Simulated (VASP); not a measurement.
Write the native input for VASP 6.6.1 that does the following.

| Item | Value |
| --- | --- |
| Task | single point |
| Functional | PBE |
| Potentials or basis | VASP PAW PBE potentials, release 64 (Zr_sv, Nb_sv, Te) |
| Cutoff | 520 eV |
| k mesh | 12 × 12 × 4 |
| Occupations | gaussian, width 0.1 eV |
| Spin | no spin polarisation |
| Dipole correction | no |
| Further INCAR settings | ALGO = Fast; EDIFF = 1e-06; NBANDS = 40 |

The structure of Zr3NbTe2 lies in POSCAR:

```
Zr3NbTe2
1.0
    4.9142539661      0.0000000000      0.0000000000
   -2.4571269830      4.2558687753      0.0000000000
    0.0000000000      0.0000000000     10.8403782410
Zr Nb Te
3 1 2
Direct
    0.3333333333      0.6666666667      0.5000000000
    0.6666666667      0.3333333333      0.5000000000
    0.0000000000      0.0000000000      0.0000000000
    0.0000000000      0.0000000000      0.5000000000
    0.0000000000      0.0000000000      0.7523272074
    0.0000000000      0.0000000000      0.2476727926
```

The cell was generated, and may not be a known phase.

These files were run (other wordings do the same):

INCAR

```
PREC = Accurate ; ENCUT = 520
EDIFF = 1E-6 ; ISMEAR = 0
SIGMA = 0.1 ; LREAL = False
LASPH = True ; NELM = 60
ALGO = Fast ; ISIF = 2
LWAVE = False ; LCHARG = True
GGA = PE ; LELF = True
LVHAR = True ; NBANDS = 40
```

KPOINTS

```
Automatic mesh
0
Gamma
  12 12 4
```

Potentials or basis: VASP PAW PBE potentials, release 64 (Zr_sv, Nb_sv, Te).

Run with:

```sh
$ cat potpaw_PBE.64/Zr_sv/POTCAR potpaw_PBE.64/Nb_sv/POTCAR potpaw_PBE.64/Te/POTCAR > POTCAR
$ mpirun -np 1 vasp_std > vasp.out
```

It gave:

```json
{"Pressure": "0.0 GPa", "Largest force": "0.006 eV/Å", "Band gap on the k mesh": "zero (an odd number of electrons rules out a gap without spin polarisation)"}
```

Caveat: spin-orbit coupling is left out, which moves the levels of the heavy elements.

Run time: 27 min on 1 thread of AMD EPYC 9R45 96-Core Processor (Zen 5) (shared host), peak memory 0.65 GiB.
